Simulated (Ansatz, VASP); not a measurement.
# One calculation of MgSn2N2, two programs

INCAR

```
  PREC = Accurate
  ENCUT = 520
  EDIFF = 1E-6
  ISMEAR = -1
  SIGMA = 0.05
  LREAL = False
  LASPH = True
  NELM = 60
  ALGO = Normal
  ISIF = 2
  LWAVE = False
  LCHARG = False
  GGA = PE
  NBANDS = 28
```

File KPOINTS:

```
Automatic mesh
0
Gamma
  8 8 4
```

The input POSCAR:

```
MgSn2N2
1.0
    3.3605490000      0.0000000000      0.0000000000
    0.0000000000      3.3605490000      0.0000000000
    0.0000000000      0.0000000000      8.1883940000
Sn Mg N
2 1 2
Direct
   -0.0094400000     -0.0097240000      0.3038980000
    0.0093740000     -0.0094640000      0.6873460000
    0.4993090000      0.5034090000      0.0057220000
    0.4988520000     -0.0167320000      0.8489170000
   -0.0021200000      0.4927940000      0.1517930000
```

The input input.yaml:

```yaml
crystal:
  lattice:
    - [3.360549, 0.0, 0.0]
    - [0.0, 3.360549, 0.0]
    - [0.0, 0.0, 8.188394]
  atoms:
    - { symbol: Sn, position: [-0.00944, -0.009724, 0.303898] }
    - { symbol: Sn, position: [0.009374, -0.009464, 0.687346] }
    - { symbol: Mg, position: [0.499309, 0.503409, 0.005722] }
    - { symbol: "N", position: [0.498852, -0.016732, 0.848917] }
    - { symbol: "N", position: [-0.00212, 0.492794, 0.151793] }
hamiltonian:
  xc: pbe
  pseudopotentials: { kind: paw }
kpoints:
  mp_grid: { grid: [8, 8, 4] }
scf:
  occupations: { method: fermi_dirac, width: 0.05 }
output:
  forces: true
  stress: true
  eigenvalues: true
```

Change from the starting cell: atoms moved at random, drawn with an rms of 0.05 Å.

Alike in both runs: task single point; functional PBE; k mesh 8 × 8 × 4; occupations fermi-dirac, width 0.05 eV; no spin polarisation.

|  | VASP | Ansatz |
| --- | --- | --- |
| version | VASP 6.6.1 | Ansatz 0.2.0 |
| potentials or method | VASP PAW PBE potentials, release 64 (Sn_d, Mg, N) | Ansatz PAW |
| plane-wave cutoff (eV) | 520 | 420 |
| valence electrons in the cell | 40 | 48 |

```csv
,VASP,Ansatz,Ansatz less VASP
gap on the k mesh at the Fermi level (eV),none,none,-
pressure (GPa),0.0,0.1,+0.07
"traceless stress, the component that is largest in VASP (GPa)",1.12,1.11,-0.005
rms of the force components (eV/Å),0.326,0.327,+0.0004
```

Atom by atom the forces differ by 0.010 eV/Å (rms over components). A gap of «none» marks a metal or a gap that the smearing closes. The functional is the same, so the differences come from potentials, cutoffs and numerics. VASP's potentials hold 40 valence electrons a cell and Ansatz's 48, so a difference there can come from the potentials and not from the codes.
